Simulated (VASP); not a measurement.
# Al7P8C (a cell with a defect) in VASP: further runs

The runs below take Al7P8C (a cell with a defect) through single point, with LDA, PBEsol.

Program: VASP 6.6.1. These are calculated values, not measurements. Logs are shortened: lines on timing, memory, paths and dates and some standing lists are left out, and cuts for length are marked.

## (1) The cell of the first run

The cell holds a defect, 16 atoms: a = 10.940 Å, b = 5.470 Å, c = 5.470 Å, α = 90.00°, β = 90.00°, γ = 90.00°.

## (2) Single point, LDA

Input file INCAR:

```
PREC = Accurate
ENCUT = 520
EDIFF = 1E-6
ISMEAR = -1
SIGMA = 0.05
LREAL = Auto
LASPH = True
NELM = 100
ALGO = Normal
ISIF = 2
LWAVE = False
LCHARG = False
GGA = CA
NBANDS = 46
NELECT = 64.0
```

Input file KPOINTS:

```
Automatic mesh
0
Gamma
  2 2 2
  0.5 0.5 0.5
```

Input file POSCAR:

```
Al7P8C
1.0
   10.9400000000      0.0000000000      0.0000000000
    0.0000000000      5.4700000000      0.0000000000
    0.0000000000      0.0000000000      5.4700000000
Al P C
7 8 1
Direct
    0.0016700000      0.0152600000      0.0080130000
    0.4968720000      0.9618000000      0.9994900000
    0.2457640000      0.4976390000      0.9793480000
    0.7420630000      0.5133840000      0.9673940000
    0.2427570000      0.0081210000      0.4823180000
    0.7542110000      0.0029470000      0.4967690000
    0.0002710000      0.5042660000      0.4832370000
    0.1116020000      0.2561240000      0.2386460000
    0.6306160000      0.2449430000      0.2585190000
    0.3861790000      0.7361260000      0.2519710000
    0.8688210000      0.7358420000      0.2601830000
    0.3714900000      0.2446850000      0.7845560000
    0.8677820000      0.2746660000      0.7572930000
    0.1181380000      0.7468860000      0.7466910000
    0.6346290000      0.7435830000      0.7240990000
    0.4955570000      0.5052070000      0.4967080000
```

Potentials or basis: VASP PAW LDA potentials, release 64 (Al, P, C).

Run with:

```bash
> cat potpaw_LDA.64/Al/POTCAR potpaw_LDA.64/P/POTCAR potpaw_LDA.64/C/POTCAR > POTCAR
> mpirun -np 1 vasp_std > vasp.out
```

OUTCAR:

```text
PREC = Accurate
   ENCUT = 520
   EDIFF = 1E-6
   ISMEAR = -1
   LREAL = Auto
   LASPH = True
   NELM = 100
   ISIF = 2
   GGA = CA
   NELECT = 64.0

 ion  position               nearest neighbor table
   1  0.002  0.015  0.008-   8 2.18  14 2.41  13 2.46  11 2.52
   2  0.497  0.962  0.999-  10 2.21  12 2.38  15 2.44   9 2.56
   3  0.246  0.498  0.979-  12 2.22  14 2.33   8 2.43  10 2.51
   4  0.742  0.513  0.967-  15 2.18  13 2.22  11 2.44   9 2.49
   5  0.243  0.008  0.482-   8 2.38  14 2.45  10 2.50  12 2.53
   6  0.754  0.003  0.497-  15 2.30   9 2.30  11 2.32  13 2.40
   7  0.000  0.504  0.483-   8 2.26  11 2.27  14 2.35  13 2.43
   8  0.112  0.256  0.239-   1 2.18   7 2.26   5 2.38   3 2.43
   9  0.631  0.245  0.259-   6 2.30  16 2.43   4 2.49   2 2.56
  10  0.386  0.736  0.252-  16 2.20   2 2.21   5 2.50   3 2.51
  11  0.869  0.736  0.260-   7 2.27   6 2.32   4 2.44   1 2.52
  12  0.371  0.245  0.785-   3 2.22   2 2.38   5 2.53
  13  0.868  0.275  0.757-   4 2.22   6 2.40   7 2.43   1 2.46
  14  0.118  0.747  0.747-   3 2.33   7 2.35   1 2.41   5 2.45
  15  0.635  0.744  0.724-   4 2.18   6 2.30  16 2.36   2 2.44
  16  0.496  0.505  0.497-  10 2.20  15 2.36   9 2.43

  LATTYP: Found a simple tetragonal cell.
 ALAT       =     5.4700000000
 C/A-ratio  =     2.0000000000

  Lattice vectors:

 A1 = (   0.0000000000,   5.4700000000,   0.0000000000)
 A2 = (   0.0000000000,   0.0000000000,   5.4700000000)
 A3 = (  10.9400000000,   0.0000000000,   0.0000000000)

Analysis of symmetry for initial positions (statically):
=====================================================================
 Subroutine PRICEL returns:
 Original cell was already a primitive cell.

 Routine SETGRP: Setting up the symmetry group for a
 simple tetragonal supercell.

 Subroutine GETGRP returns: Found  1 space group operations
 (whereof  1 operations were pure point group operations)
 out of a pool of 16 trial point group operations.

The static configuration has the point symmetry C_1 .

Analysis of symmetry for dynamics (positions and initial velocities):
=====================================================================
 Subroutine PRICEL returns:
 Original cell was already a primitive cell.

 Routine SETGRP: Setting up the symmetry group for a
 simple tetragonal supercell.

 Subroutine GETGRP returns: Found  1 space group operations
 (whereof  1 operations were pure point group operations)
 out of a pool of 16 trial point group operations.

The dynamic configuration has the point symmetry C_1 .

 Subroutine INISYM returns: Found  1 space group operations
 (whereof  1 operations are pure point group operations),
 and found     1 'primitive' translations

----------------------------------------------------------------------------------------

                                     Primitive cell

  volume of cell :     327.3346

  direct lattice vectors                    reciprocal lattice vectors
    10.940000000  0.000000000  0.000000000     0.091407678  0.000000000  0.000000000
     0.000000000  5.470000000  0.000000000     0.000000000  0.182815356  0.000000000
     0.000000000  0.000000000  5.470000000     0.000000000  0.000000000  0.182815356

  length of vectors
    10.940000000  5.470000000  5.470000000     0.091407678  0.182815356  0.182815356

  position of ions in fractional coordinates (direct lattice)
     0.001670000  0.015260000  0.008013000
     0.496872000  0.961800000  0.999490000
     0.245764000  0.497639000  0.979348000
     0.742063000  0.513384000  0.967394000
     0.242757000  0.008121000  0.482318000
     0.754211000  0.002947000  0.496769000
[... 8 lines left out ...]
     0.634629000  0.743583000  0.724099000
     0.495557000  0.505207000  0.496708000

  ion indices of the primitive-cell ions
   primitive index   ion index
                 1           1
                 2           2
                 3           3
                 4           4
                 5           5
                 6           6
[... 8 lines left out ...]
                15          15
                16          16

----------------------------------------------------------------------------------------

 KPOINTS: Automatic mesh

Automatic generation of k-mesh.
 Grid dimensions read from file:
 generate k-points for:    2    2    2

 Generating k-lattice:

  Cartesian coordinates                     Fractional coordinates (reciprocal lattice)
     0.045703839  0.000000000  0.000000000     0.500000000  0.000000000  0.000000000
     0.000000000  0.091407678  0.000000000     0.000000000  0.500000000  0.000000000
     0.000000000  0.000000000  0.091407678     0.000000000  0.000000000  0.500000000

  Length of vectors
     0.045703839  0.091407678  0.091407678

  Shift w.r.t. Gamma in fractional coordinates (k-lattice)
     0.500000000  0.500000000  0.500000000

 Subroutine IBZKPT returns following result:
 ===========================================

 Found      4 irreducible k-points:

 Following reciprocal coordinates:
            Coordinates               Weight
  0.250000  0.250000  0.250000      2.000000
  0.250000 -0.250000  0.250000      2.000000
  0.250000 -0.250000 -0.250000      2.000000
  0.250000  0.250000 -0.250000      2.000000
   k-points           NKPTS =      4   k-points in BZ     NKDIM =      4   number of bands    NBANDS=     46
   number of dos      NEDOS =    301   number of ions     NIONS =     16
   total plane-waves  NPLWV = 148176
   dimension x,y,z NGX =    84 NGY =   42 NGZ =   42
   dimension x,y,z NGXF=   168 NGYF=   84 NGZF=   84
   ions per type =               7   8   1
   NGX,Y,Z   is equivalent  to a cutoff of  12.76, 12.76, 12.76 a.u.
   NGXF,Y,Z  is equivalent  to a cutoff of  25.53, 25.53, 25.53 a.u.
 SYSTEM =  unknown system
   PREC   = accura    normal or accurate (medium, high low for compatibility)
   ISTART =      0    job   : 0-new  1-cont  2-samecut
   ICHARG =      2    charge: 1-file 2-atom 10-const
   ISPIN  =      1    spin polarized calculation?
   LNONCOLLINEAR =      F non collinear calculations
   LSORBIT =      F    spin-orbit coupling
   LASPH  =      T    aspherical Exc in radial PAW
   ENCUT  =  520.0 eV  38.22 Ry    6.18 a.u.  20.34 10.17 10.17*2*pi/ulx,y,z
   NELM   =    100;   NELMIN=  2; NELMDL= -5     # of ELM steps
   EDIFF  = 0.1E-05   stopping-criterion for ELM
   LREAL  =      T    real-space projection
   EDIFFG = 0.1E-04   stopping-criterion for IOM
   NSW    =      0    number of steps for IOM
   IBRION =     -1    ionic relax: 0-MD 1-quasi-New 2-CG
   NFREE  =      0    steps in history (QN), initial steepest desc. (CG)
   ISIF   =      2    stress and relaxation
   ISYM   =      2    0-nonsym 1-usesym 2-fastsym
   POTIM  = 0.5000    time-step for ionic-motion
   TEBEG  =    0.0;   TEEND  =   0.0 temperature during run
   PSTRESS=    0.0 pullay stress
   NELECT =      64.0000    total number of electrons
   NUPDOWN=      -1.0000    fix difference up-down
   EMIN   =  10.00;   EMAX   =-10.00  energy-range for DOS
   EFERMI =   0.00;   METHOD = LEGACY
   ISMEAR =    -1;   SIGMA  =   0.05  broadening in eV -4-tet -1-fermi 0-gaus
   EFERMI_NEDOS =   21; number of points for ismear=-14 and -15
   IALGO  =     38    algorithm
   IMIX   =      4    mixing-type and parameters
     AMIX     =   0.40;   BMIX     =  1.00
     AMIX_MAG =   1.60;   BMIX_MAG =  1.00
  volume/ion in A,a.u.               =      20.46       138.06
  Fermi-wavevector in a.u.,A,eV,Ry     =   0.950176  1.795573 12.283814  0.902835
  Thomas-Fermi vector in A             =   2.078528
   LORBIT       =      0    0 simple, 1 ext, 2 COOP (PROOUT), +10 PAW based schemes
   GGA     = CA    functional components
   LHFCALC =     F    Hartree Fock is set to
   AEXX    =    0.0000 exact exchange contribution
   IVDW    =     0    specifies the selected vdW correction
   LEPSILON=     F    determine dielectric tensor
   LRPA    =     F    only Hartree local field effects (RPA)
 non-spin polarized calculation
  energy-cutoff  :      520.00
  volume of cell :      327.33
 maximum number of plane-waves:      8806
 NGX is ok and might be reduce to    84
   NGX = 41   NGY = 21   NGZ = 21

 number of electron      64.0000001 magnetization

 Free energy of the ion-electron system (eV)
  ---------------------------------------------------
  ext. energy  EPLUGINS =         0.00000000
  ---------------------------------------------------
  free energy    TOTEN  =       -93.40122183 eV

  energy without entropy =      -93.39396759  energy(sigma->0) =      -93.39759471

 E-fermi :   4.2392     XC(G=0):  -9.3194

 val. band max:        4.0083330792   @ k =   0.2500  -0.2500  -0.2500
 cond. band min:       4.4514398594   @ k =   0.2500   0.2500   0.2500
 fundamental gap:      0.4431067802
 Fermi energy:         4.2392023762

 k-point     1 :       0.2500    0.2500    0.2500
  band No.  band energies     occupation
      1      -7.3193      2.00000
      2      -6.7251      2.00000
      3      -6.0998      2.00000
      4      -5.7806      2.00000
      5      -5.5958      2.00000
      6      -5.5508      2.00000
[... 36 lines left out ...]
     43       8.3087      0.00000
     44       8.4477      0.00000

 k-point     2 :       0.2500   -0.2500    0.2500
  band No.  band energies     occupation
      1      -7.2904      2.00000
      2      -6.7483      2.00000
      3      -6.0781      2.00000
      4      -5.9273      2.00000
      5      -5.5811      2.00000
      6      -5.4915      2.00000
[... 36 lines left out ...]
     43       8.0161      0.00000
     44       8.3345      0.00000

 k-point     3 :       0.2500   -0.2500   -0.2500
  band No.  band energies     occupation
      1      -7.3209      2.00000
      2      -6.7045      2.00000
      3      -6.1902      2.00000
      4      -5.6824      2.00000
      5      -5.5952      2.00000
      6      -5.5180      2.00000
[... 36 lines left out ...]
     43       8.2842      0.00000
     44       8.3969      0.00000

 k-point     4 :       0.2500    0.2500   -0.2500
  band No.  band energies     occupation
      1      -7.2979      2.00000
      2      -6.7043      2.00000
      3      -6.2090      2.00000
      4      -5.8184      2.00000
      5      -5.5939      2.00000
      6      -5.4994      2.00000
[... 36 lines left out ...]
     43       8.0342      0.00000
     44       8.3247      0.00000
 [bands above 44 left out]

------------------------ aborting loop because EDIFF is reached ----------------------------------------

  FORCE on cell =-STRESS in cart. coord.  units (eV):
  Direction    XX          YY          ZZ          XY          YZ          ZX
  --------------------------------------------------------------------------------------
  -------------------------------------------------------------------------------------
  Total      -19.5385323    -15.5008225    -16.8475758     -3.1918261      0.0320246     -1.0058084
  in kB      -95.6336088    -75.8705708    -82.4624105    -15.6227625      0.1567480     -4.9230456
  external PRESSURE =     -84.6555300 kB  Pullay stress =       0.0000000 kB

 VOLUME and BASIS-vectors are now :
 -----------------------------------------------------------------------------
  energy-cutoff  :      520.00
  volume of cell :      327.33
      direct lattice vectors                 reciprocal lattice vectors
    10.940000000  0.000000000  0.000000000     0.091407678  0.000000000  0.000000000
     0.000000000  5.470000000  0.000000000     0.000000000  0.182815356  0.000000000
     0.000000000  0.000000000  5.470000000     0.000000000  0.000000000  0.182815356

 POSITION                                       TOTAL-FORCE (eV/Angst)
 -----------------------------------------------------------------------------------
      0.01827      0.08347      0.04383        -1.921027     -1.427659     -1.062215
      5.43578      5.26105      5.46721         1.907903      1.384736     -0.486293
      2.68866      2.72209      5.35703        -0.406474      0.744885      1.362883
      8.11817      2.80821      5.29165         0.443058     -0.767873      2.660044
      2.65576      0.04442      2.63828         0.571917     -0.223153      0.734039
      8.25107      0.01612      2.71733         0.634659      0.522094      0.252117
[... 8 lines left out ...]
      6.94284      4.06740      3.96082        -3.621257      0.044033     -1.219567
      5.42139      2.76348      2.71699         0.898983     -0.006378     -0.254056
 -----------------------------------------------------------------------------------
    total drift:                                0.008602     -0.001921     -0.004529

  FREE ENERGIE OF THE ION-ELECTRON SYSTEM (eV)
  ---------------------------------------------------
  free  energy   TOTEN  =       -93.4012218346 eV

  energy  without entropy=      -93.3939675949  energy(sigma->0) =      -93.39759471
```

Wall time 2.5 min (1 thread of Oxide Virtual Turin-like, shared host); peak memory 0.26 GiB.

What came out:

- Free energy: -93.4012 eV
- Largest force: 3.821 eV/Å

Forces on the atoms (eV/Å):
```
Al  -1.921 -1.428 -1.062
Al   1.908  1.385 -0.486
Al  -0.406  0.745  1.363
Al   0.443 -0.768  2.660
Al   0.572 -0.223  0.734
Al   0.635  0.522  0.252
Al  -0.725 -0.100  1.167
P    2.207  0.397  0.397
P   -2.082  1.352 -0.449
P   -0.726 -1.970  2.226
P    0.019  1.077 -1.605
P    0.978 -0.202 -2.858
P    1.322 -1.672 -0.684
P    0.498  0.847 -0.179
P   -3.621  0.044 -1.220
C    0.899 -0.006 -0.254
```

Caveat: the k points lie up to 0.57 Å⁻¹ apart; the cell carries a net charge on a neutralising background, which shifts energy and pressure; the cell is charged against a uniform background, so pressure and absolute levels hang on convention.

## (3) Single point, PBEsol

Input file INCAR:

```
  PREC = Accurate
  ENCUT = 520
  EDIFF = 1E-7
  ISMEAR = -1
  SIGMA = 0.05
  LREAL = Auto
  LASPH = True
  NELM = 60
  ALGO = Normal
  ISIF = 2
  LWAVE = False
  LCHARG = False
  GGA = PS
  NELECT = 64.0
  NBANDS = 46
```

Input file KPOINTS:

```
Automatic mesh
0
Gamma
  3 3 3
```

POSCAR is that of step 2.

Potentials or basis: VASP PAW PBE potentials, release 64 (Al, P, C).

Run with:

```bash
> cat potpaw_PBE.64/Al/POTCAR potpaw_PBE.64/P/POTCAR potpaw_PBE.64/C/POTCAR > POTCAR
> mpirun -np 1 vasp_std > vasp.out
```

Run time: 5 min. Hardware: 1 thread of Oxide Virtual Turin-like, shared host; peak memory 0.38 GiB.

The run converged. Its results:

* Free energy: -90.2465 eV
* Largest force: 3.908 eV/Å

Forces on the atoms (eV/Å):
```
Al  -1.970 -1.462 -1.117
Al   1.923  1.408 -0.565
Al  -0.431  0.781  1.385
Al   0.431 -0.770  2.707
Al   0.594 -0.230  0.686
Al   0.684  0.536  0.255
Al  -0.711 -0.086  1.161
P    2.285  0.410  0.449
P   -2.127  1.384 -0.448
P   -0.804 -1.956  2.259
P    0.006  1.055 -1.601
P    1.075 -0.267 -2.834
P    1.357 -1.710 -0.679
P    0.486  0.867 -0.164
P   -3.699  0.082 -1.259
C    0.902 -0.041 -0.238
```

Levels at points of the mesh, in eV from the Fermi level:
| k point | band 29 | band 30 | band 31 | band 32 | band 33 | band 34 | band 35 | band 36 |
| --- | --- | --- | --- | --- | --- | --- | --- | --- |
| (0.00, 0.00, 0.00) | -1.32 | -0.39 | -0.16 | -0.07 | 0.08 | 1.13 | 1.27 | 1.52 |

Caveat: the cell carries a net charge on a neutralising background, which shifts energy and pressure; the cell is charged against a uniform background, so pressure and absolute levels hang on convention; the PAW data sets were made with another functional, which shifts forces and pressure a little.
